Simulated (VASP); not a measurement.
# C (Fd-3m) in VASP: vibrations by perturbation theory with RPBE

Aim: the vibrations by perturbation theory of C with RPBE.

All numbers are computed with VASP 6.6.1; they aren't measurements. Logs are shortened: lines on timing, memory, paths and dates and some standing lists are left out, and cuts for length are marked.

**1. The cell of the first run**

Symmetry: Fd-3m, No. 227, cubic system. Conventional cell: a = 3.589 Å, b = 3.589 Å, c = 3.589 Å, α = 90.00°, β = 90.00°, γ = 90.00°. C (site symmetry -43m) has 4 C at 1.55 Å within 2.1 Å.

**2. Vibrations by perturbation theory, RPBE**

The input, INCAR:

```
ALGO = Normal ; EDIFF = 1E-8
ENCUT = 600 ; GGA = RP
GGA_COMPAT = F ; IBRION = 8
ISIF = 2 ; ISMEAR = 0
LASPH = T ; LCHARG = F
LEPSILON = T ; LREAL = F
LWAVE = F ; NELM = 120
NSW = 1 ; PREC = Accurate
SIGMA = 0.01
```

The input, KPOINTS:

```
k-points
0
Gamma
  12 12 12
```

The input, POSCAR:

```
C
1.0
    0.0000000000      1.7943523113      1.7943523113
    1.7943523113      0.0000000000      1.7943523113
    1.7943523113      1.7943523113      0.0000000000
C
2
Direct
    0.5000000000      0.5000000000      0.5000000000
    0.7500000000      0.7500000000      0.7500000000
```

Potentials or basis: VASP PAW PBE potentials, release 64 (C).

Command:

```
cat potpaw_PBE.64/C/POTCAR > POTCAR
mpirun -np 1 vasp_std > vasp.out
```

OUTCAR:

```text
EDIFF = 1E-8
   ENCUT = 600
   GGA = RP
   IBRION = 8
   ISIF = 2
   ISMEAR = 0
   LASPH = T
   LEPSILON = T
   LREAL = F
   NELM = 120
   NSW = 1
   PREC = Accurate

 ion  position               nearest neighbor table
   1  0.500  0.500  0.500-   2 1.55   2 1.55   2 1.55   2 1.55
   2  0.750  0.750  0.750-   1 1.55   1 1.55   1 1.55   1 1.55

  LATTYP: Found a face centered cubic cell.
 ALAT       =     3.5887046226

  Lattice vectors:

 A1 = (   0.0000000000,   1.7943523113,   1.7943523113)
 A2 = (   1.7943523113,   0.0000000000,   1.7943523113)
 A3 = (   1.7943523113,   1.7943523113,   0.0000000000)

Analysis of symmetry for initial positions (statically):
=====================================================================
 Subroutine PRICEL returns:
 Original cell was already a primitive cell.

 Routine SETGRP: Setting up the symmetry group for a
 face centered cubic supercell.

 Subroutine GETGRP returns: Found 48 space group operations
 (whereof 24 operations were pure point group operations)
 out of a pool of 48 trial point group operations.

The static configuration has the point symmetry T_d .
 The point group associated with its full space group is O_h .

Analysis of symmetry for dynamics (positions and initial velocities):
=====================================================================
 Subroutine PRICEL returns:
 Original cell was already a primitive cell.

 Routine SETGRP: Setting up the symmetry group for a
 face centered cubic supercell.

 Subroutine GETGRP returns: Found 48 space group operations
 (whereof 24 operations were pure point group operations)
 out of a pool of 48 trial point group operations.

The dynamic configuration has the point symmetry T_d .
 The point group associated with its full space group is O_h .

 Subroutine INISYM returns: Found 48 space group operations
 (whereof 24 operations are pure point group operations),
 and found     1 'primitive' translations

----------------------------------------------------------------------------------------

                                     Primitive cell

  volume of cell :      11.5546

  direct lattice vectors                    reciprocal lattice vectors
     0.000000000  1.794352311  1.794352311    -0.278652078  0.278652078  0.278652078
     1.794352311  0.000000000  1.794352311     0.278652078 -0.278652078  0.278652078
     1.794352311  1.794352311  0.000000000     0.278652078  0.278652078 -0.278652078

  length of vectors
     2.537597374  2.537597374  2.537597374     0.482639557  0.482639557  0.482639557

  position of ions in fractional coordinates (direct lattice)
     0.500000000  0.500000000  0.500000000
     0.750000000  0.750000000  0.750000000

  ion indices of the primitive-cell ions
   primitive index   ion index
                 1           1
                 2           2

----------------------------------------------------------------------------------------

 KPOINTS: k-points

Automatic generation of k-mesh.
 Grid dimensions read from file:
 generate k-points for:   12   12   12

 Generating k-lattice:

  Cartesian coordinates                     Fractional coordinates (reciprocal lattice)
    -0.023221006  0.023221006  0.023221006     0.083333333  0.000000000  0.000000000
[... 407 lines left out ...]
           0.000000     5.988156     0.000000
           0.000000    -0.000000     5.988156
 ------------------------------------------------------

 Free energy of the ion-electron system (eV)
  ---------------------------------------------------
  ---------------------------------------------------
  free energy    TOTEN  =        -0.17038368 eV

  energy without entropy =       -0.17038368

------------------------ aborting loop because EDIFF is reached ----------------------------------------

--------------------------------------- Ionic step        2  -------------------------------------------

------------------------ aborting loop because EDIFF is reached ----------------------------------------

--------------------------------------- Ionic step        3  -------------------------------------------

------------------------ aborting loop because EDIFF is reached ----------------------------------------

 PIEZOELECTRIC TENSOR FIELD DIRECTION 3  (e Angst)
 -----------------------------------------------------------------------------
    -0.00010  0.00000  0.00000           ( -0.00000  0.00000  0.00000)
     0.00000 -0.00010  0.00000           (  0.00000 -0.00000  0.00000)
     0.00000  0.00000 -0.00028           (  0.00000  0.00000 -0.00001)

 PIEZOELECTRIC TENSOR FIELD DIRECTION 3  (C/m^2)
 -----------------------------------------------------------------------------
    -0.00014  0.00000  0.00000
     0.00000 -0.00014  0.00000
     0.00000  0.00000 -0.00038

--------------------------------------- Ionic step        4  -------------------------------------------

 Free energy of the ion-electron system (eV)
  ---------------------------------------------------
  ---------------------------------------------------
  free energy    TOTEN  =        -0.11018124 eV

  energy without entropy =       -0.11018124

------------------------ aborting loop because EDIFF is reached ----------------------------------------

 INTERNAL STRAIN TENSOR  FOR ION    1  DIRECTION 1   (eV/Angst):
 -----------------------------------------------------------------------------
     0.00519  0.00000  0.00000
     0.00000 -0.00210  2.35380
     0.00000  2.35380 -0.00210

 MACROSCOPIC STATIC DIELECTRIC TENSOR (including local field effects in DFT)
 ------------------------------------------------------
           5.909298    -0.000000    -0.000000
          -0.000000     5.909298    -0.000000
           0.000000    -0.000000     5.909298
 ------------------------------------------------------

 PIEZOELECTRIC TENSOR (including local field effects)  for field in x, y, z        (e  Angst)
          XX          YY          ZZ          XY          YZ          ZX
  --------------------------------------------------------------------------------
  x     0.00000     0.00000     0.00000     0.00000    -0.00000     0.00000
  y     0.00000     0.00000     0.00000     0.00000     0.00000     0.00000
  z     0.00000     0.00000     0.00000     0.00000     0.00000     0.00000

 PIEZOELECTRIC TENSOR (including local field effects)  for field in x, y, z        (C/m^2)
          XX          YY          ZZ          XY          YZ          ZX
  --------------------------------------------------------------------------------
  x     0.00000     0.00000     0.00000     0.00000    -0.00000     0.00000
  y     0.00000     0.00000     0.00000     0.00000     0.00000     0.00000
  z     0.00000     0.00000     0.00000     0.00000     0.00000     0.00000

 BORN EFFECTIVE CHARGES (including local field effects) (in |e|, cummulative output)
 ---------------------------------------------------------------------------------
 ion    1
    1     0.00000     0.00000     0.00000
    2     0.00000     0.00000     0.00000
    3     0.00000     0.00000     0.00000
 ion    2
    1     0.00000     0.00000     0.00000
    2    -0.00000     0.00000    -0.00000
    3     0.00000     0.00000     0.00000

 INTERNAL STRAIN TENSOR FOR ION    2 for displacements in x,y,z  (eV/Angst):
          X           Y           Z          XY          YZ          ZX
  --------------------------------------------------------------------------------
  x    -0.00000    -0.00000    -0.00000     0.00000    -2.35380     0.00000
  y    -0.00000     0.00000    -0.00000     0.00000     0.00000    -2.35380
  z    -0.00000    -0.00000    -0.00000    -2.35380     0.00000     0.00000

 SECOND DERIVATIVES (NOT SYMMETRIZED)
 ------------------------------------
               1X          1Y          1Z          2X          2Y          2Z
  1X   -36.262180    0.000000    0.000000   36.262180    0.000000    0.000000
  1Y     0.000000  -36.262180    0.000000    0.000000   36.262180    0.000000
  1Z     0.000000    0.000000  -36.262180    0.000000    0.000000   36.262180
  2X    36.262180    0.000000    0.000000  -36.262180    0.000000    0.000000
  2Y     0.000000   36.262180    0.000000    0.000000  -36.262180    0.000000
  2Z     0.000000    0.000000   36.262180    0.000000    0.000000  -36.262180

 Eigenvectors and eigenvalues of the dynamical matrix
 ----------------------------------------------------

   1 f  =   38.415199 THz   241.369817 2PiTHz 1281.393125 cm-1   158.872428 meV
             X         Y         Z           dx          dy          dz
      1.794352  1.794352  1.794352     0.000000   -0.707107    0.000000
      2.691528  2.691528  2.691528     0.000000    0.707107    0.000000
[... 21 lines left out ...]
   6 f  =    0.000000 THz     0.000000 2PiTHz    0.000000 cm-1     0.000000 meV
             X         Y         Z           dx          dy          dz
      1.794352  1.794352  1.794352     0.000000    0.000000    0.707107
      2.691528  2.691528  2.691528     0.000000    0.000000    0.707107

--------------------------------------------------------------------------------------------------------

 MACROSCOPIC STATIC DIELECTRIC TENSOR IONIC CONTRIBUTION
 ------------------------------------------------------
           0.000000     0.000000     0.000000
           0.000000     0.000000     0.000000
           0.000000     0.000000     0.000000
 ------------------------------------------------------

 ELASTIC MODULI CONTR FROM IONIC RELAXATION (kBar)
 Direction    XX          YY          ZZ          XY          YZ          ZX
 --------------------------------------------------------------------------------
 XX          -0.0000     -0.0000     -0.0000     -0.0000     -0.0000     -0.0000
 YY          -0.0000     -0.0000     -0.0000     -0.0000     -0.0000      0.0000
 ZZ          -0.0000     -0.0000     -0.0000     -0.0000     -0.0000     -0.0000
 XY          -0.0000     -0.0000     -0.0000    -21.1857      0.0000      0.0000
 YZ          -0.0000     -0.0000     -0.0000      0.0000    -21.1857      0.0000
 ZX          -0.0000      0.0000     -0.0000      0.0000      0.0000    -21.1857
 --------------------------------------------------------------------------------

 PIEZOELECTRIC TENSOR IONIC CONTR  for field in x, y, z        (C/m^2)
          XX          YY          ZZ          XY          YZ          ZX
  --------------------------------------------------------------------------------
  x     0.00000     0.00000     0.00000     0.00000     0.00000     0.00000
  y     0.00000     0.00000     0.00000     0.00000     0.00000     0.00000
  z     0.00000     0.00000     0.00000     0.00000     0.00000     0.00000
```

Run time: 98 s. Hardware: 1 thread of Intel Xeon Platinum 8259CL at 2.50GHz (Skylake/Cascade Lake), shared host; peak memory 0.2 GiB.

What came out:

| Quantity | Value |
| --- | --- |
| Electronic dielectric tensor (diagonal) | 5.91 |
| Born charges (mean of the diagonal) | C +0.00 e |
| Highest phonon frequency at Γ | 1281 cm⁻¹ |

Phonon frequencies in cm⁻¹ (negative: imaginary):
```
              q point           frequencies
(0.000, 0.000, 0.000)  0 0 0 1281 1281 1281
```

Electronic dielectric tensor:
```
5.91 0.00 0.00
0.00 5.91 0.00
0.00 0.00 5.91
```

Born effective charge tensors (e):
atom 1, C
```
0.00 0.00 0.00
0.00 0.00 0.00
0.00 0.00 0.00
```
atom 2, C
```
0.00 0.00 0.00
0.00 0.00 0.00
0.00 0.00 0.00
```
